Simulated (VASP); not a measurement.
# TePb (zincblende type) (F-43m) in VASP: a series of runs

Aim: see how the results for TePb (zincblende type) move with the level of theory and the settings. Levels: LDA, PBEsol, r2SCAN. Tasks: electric field gradients.

Program: VASP 6.6.1. These are calculated values, not measurements. Logs are shortened: lines on timing, memory, paths and dates and some standing lists are left out, and cuts for length are marked.

### 1 The cell of the first run

Symmetry: F-43m, No. 216, cubic system. The conventional cell has a = 7.335 Å, b = 7.335 Å, c = 7.335 Å, α = 90.00°, β = 90.00°, γ = 90.00°. Pb (site symmetry -43m) has 4 Te at 3.18 Å within 4.2 Å. Te (site symmetry -43m) has 4 Pb at 3.18 Å within 4.2 Å.

### 2 Electric field gradients, LDA

File INCAR:

```
SYSTEM = TePb
PREC     = Accurate       ! precision mode
ENCUT    = 520            ! plane-wave cutoff, eV
EDIFF    = 1E-8           ! SCF threshold, eV
ISMEAR   = -1             ! smearing method
SIGMA    = 0.05           ! smearing width, eV
LREAL    = .FALSE.        ! projectors in reciprocal space
LASPH    = .TRUE.         ! aspherical terms in the spheres
NELM     = 100            ! most SCF steps
ALGO     = Normal         ! electronic algorithm
ISIF     = 2              ! what is computed and relaxed
LWAVE    = .FALSE.        ! write WAVECAR
LCHARG   = .FALSE.        ! write CHGCAR
LEFG     = .TRUE.       
NBANDS   = 17             ! bands
```

File KPOINTS:

```
regular mesh
0
G
  10 10 10
  0 0 0
```

File POSCAR:

```
TePb
1.0
    0.0000000000      3.6673972383      3.6673972383
    3.6673972383      0.0000000000      3.6673972383
    3.6673972383      3.6673972383      0.0000000000
Pb Te
1 1
Direct
    0.0000000000      0.0000000000      0.0000000000
    0.2500000000      0.2500000000      0.2500000000
```

Potentials or basis: VASP PAW LDA potentials, release 64 (Pb_d, Te).

On the command line:

```console
$ cat potpaw_LDA.64/Pb_d/POTCAR potpaw_LDA.64/Te/POTCAR > POTCAR
$ mpirun -np 1 vasp_std > vasp.out
```

OUTCAR:

```text
SYSTEM = TePb
   PREC = Accurate
   ENCUT = 520
   EDIFF = 1E-8
   ISMEAR = -1
   LREAL = .FALSE.
   LASPH = .TRUE.
   NELM = 100
   ISIF = 2

 ion  position               nearest neighbor table
   1  0.000  0.000  0.000-   2 3.18   2 3.18   2 3.18   2 3.18
   2  0.250  0.250  0.250-   1 3.18   1 3.18   1 3.18   1 3.18

  LATTYP: Found a face centered cubic cell.
 ALAT       =     7.3347944766

  Lattice vectors:

 A1 = (   0.0000000000,   3.6673972383,   3.6673972383)
 A2 = (   3.6673972383,   0.0000000000,   3.6673972383)
 A3 = (   3.6673972383,   3.6673972383,   0.0000000000)

Analysis of symmetry for initial positions (statically):
=====================================================================
 Subroutine PRICEL returns:
 Original cell was already a primitive cell.

 Routine SETGRP: Setting up the symmetry group for a
 face centered cubic supercell.

 Subroutine GETGRP returns: Found 24 space group operations
 (whereof 24 operations were pure point group operations)
 out of a pool of 48 trial point group operations.

The static configuration has the point symmetry T_d .

Analysis of symmetry for dynamics (positions and initial velocities):
=====================================================================
 Subroutine PRICEL returns:
 Original cell was already a primitive cell.

 Routine SETGRP: Setting up the symmetry group for a
 face centered cubic supercell.

 Subroutine GETGRP returns: Found 24 space group operations
 (whereof 24 operations were pure point group operations)
 out of a pool of 48 trial point group operations.

The dynamic configuration has the point symmetry T_d .

 Subroutine INISYM returns: Found 24 space group operations
 (whereof 24 operations are pure point group operations),
 and found     1 'primitive' translations

----------------------------------------------------------------------------------------

                                     Primitive cell

  volume of cell :      98.6515

  direct lattice vectors                    reciprocal lattice vectors
     0.000000000  3.667397238  3.667397238    -0.136336472  0.136336472  0.136336472
[... 121 lines left out ...]
   NGX = 19   NGY = 19   NGZ = 19

 number of electron      19.9999997 magnetization

 Free energy of the ion-electron system (eV)
  ---------------------------------------------------
  ext. energy  EPLUGINS =         0.00000000
  ---------------------------------------------------
  free energy    TOTEN  =        -8.07637430 eV

  energy without entropy =       -8.07630342  energy(sigma->0) =       -8.07633886

 E-fermi :   2.6061     XC(G=0):  -7.7439

 val. band max:        2.3035375739   @ k =  -0.3000   0.5000   0.2000
 cond. band min:       2.8531349089   @ k =   0.5000   0.5000   0.0000
 fundamental gap:      0.5495973350
 Fermi energy:         2.6060738577

 k-point     1 :       0.0000    0.0000    0.0000
  band No.  band energies     occupation
      1     -14.5172      2.00000
      2     -14.5172      2.00000
      3     -14.5172      2.00000
      4     -14.4937      2.00000
      5     -14.4937      2.00000
      6      -8.9471      2.00000
[... 457 lines left out ...]
      4     -14.4957      2.00000
      5     -14.4918      2.00000
      6      -8.2236      2.00000
[... 9 lines left out ...]
     16      10.3188      0.00000
     17      11.3108      0.00000

 [... further k-points ...]

------------------------ aborting loop because EDIFF is reached ----------------------------------------

  FORCE on cell =-STRESS in cart. coord.  units (eV):
  Direction    XX          YY          ZZ          XY          YZ          ZX
  --------------------------------------------------------------------------------------
  -------------------------------------------------------------------------------------
  Total       -1.3100193     -1.3100193     -1.3100193      0.0000000      0.0000000     -0.0000000
  in kB      -21.2757269    -21.2757269    -21.2757269      0.0000000      0.0000000     -0.0000000
  external PRESSURE =     -21.2757269 kB  Pullay stress =       0.0000000 kB

 VOLUME and BASIS-vectors are now :
 -----------------------------------------------------------------------------
  energy-cutoff  :      520.00
  volume of cell :       98.65
      direct lattice vectors                 reciprocal lattice vectors
     0.000000000  3.667397238  3.667397238    -0.136336472  0.136336472  0.136336472
     3.667397238  0.000000000  3.667397238     0.136336472 -0.136336472  0.136336472
     3.667397238  3.667397238  0.000000000     0.136336472  0.136336472 -0.136336472

 POSITION                                       TOTAL-FORCE (eV/Angst)
 -----------------------------------------------------------------------------------
      0.00000      0.00000      0.00000        -0.000000     -0.000000     -0.000000
      1.83370      1.83370      1.83370         0.000000      0.000000      0.000000
 -----------------------------------------------------------------------------------
    total drift:                                0.000000      0.000000      0.000000

  FREE ENERGIE OF THE ION-ELECTRON SYSTEM (eV)
  ---------------------------------------------------
  free  energy   TOTEN  =        -8.0763743022 eV

  energy  without entropy=       -8.0763034243  energy(sigma->0) =       -8.07633886

 Electric field gradients (V/A^2)
---------------------------------------------------------------------
 ion       V_xx      V_yy      V_zz      V_xy      V_xz      V_yz
---------------------------------------------------------------------
   1       0.000    -0.000    -0.000    -0.001    -0.001    -0.001
   2      -0.000     0.000    -0.000    -0.000    -0.000    -0.000
---------------------------------------------------------------------

 Electric field gradients after diagonalization (V/A^2)
 (convention: |V_zz| > |V_xx| > |V_yy|)
----------------------------------------------------------------------
 ion       V_xx      V_yy      V_zz     asymmetry (V_yy - V_xx)/ V_zz
----------------------------------------------------------------------
   1       0.001     0.001    -0.002       0.000
   2       0.000     0.000    -0.000       0.000
----------------------------------------------------------------------

           NMR quadrupolar parameters

 Cq : quadrupolar parameter    Cq=e*Q*V_zz/h
 eta: asymmetry parameters     (V_yy - V_xx)/ V_zz
 Q  : nuclear electric quadrupole moment in mb (millibarn)
----------------------------------------------------------------------
 ion       Cq(MHz)       eta       Q (mb)
----------------------------------------------------------------------
   1      -0.000       0.000       1.000
   2      -0.000       0.000       1.000
----------------------------------------------------------------------
```

OSZICAR:

```text
N       E                     dE             d eps       ncg     rms          rms(c)
DAV:   1     0.153054958258E+03    0.15305E+03   -0.85691E+03  1598   0.103E+03
DAV:   2     0.363591508229E+01   -0.14942E+03   -0.14515E+03  1684   0.271E+02
DAV:   3    -0.795558810023E+01   -0.11592E+02   -0.11542E+02  2114   0.838E+01
DAV:   4    -0.829156258318E+01   -0.33597E+00   -0.33584E+00  1930   0.187E+01
DAV:   5    -0.830623906214E+01   -0.14676E-01   -0.14676E-01  2273   0.324E+00    0.321E+00
DAV:   6    -0.808937632378E+01    0.21686E+00   -0.54439E-01  2215   0.396E+00    0.201E+00
DAV:   7    -0.807811214576E+01    0.11264E-01   -0.95589E-02  1758   0.120E+00    0.962E-01
DAV:   8    -0.807647086092E+01    0.16413E-02   -0.99116E-03  1915   0.826E-01    0.165E-01
DAV:   9    -0.807629604249E+01    0.17482E-03   -0.26320E-03  2086   0.321E-01    0.434E-02
DAV:  10    -0.807634072171E+01   -0.44679E-04   -0.28665E-04  1754   0.912E-02    0.321E-02
DAV:  11    -0.807637384971E+01   -0.33128E-04   -0.42940E-05  1709   0.335E-02    0.139E-02
DAV:  12    -0.807637405648E+01   -0.20677E-06   -0.36418E-06  2246   0.137E-02    0.716E-03
DAV:  13    -0.807637431332E+01   -0.25685E-06   -0.40426E-07  1714   0.458E-03    0.184E-03
DAV:  14    -0.807637430043E+01    0.12889E-07   -0.68611E-08  2015   0.260E-03    0.108E-03
DAV:  15    -0.807637430220E+01   -0.17662E-08   -0.24043E-08  1479   0.116E-03
   1 F= -.80763743E+01 E0= -.80763389E+01  d E =-.708779E-04
```

It took 33 s on 1 thread of Intel Xeon 6975P-C (Granite Rapids), shared host; peak memory 0.25 GiB.

Results:

- Free energy: -8.0764 eV
- Pressure: -2.1 GPa
- Band gap on the k mesh: 0.55 eV (least direct gap 1.08 eV)
- Largest electric field gradient by atom: under 0.05 V/Å² on every atom

Caveat: spin-orbit coupling is left out, which moves the levels of the heavy elements. A k mesh can miss the band edges.

(Part 1 of 2 ends here.)
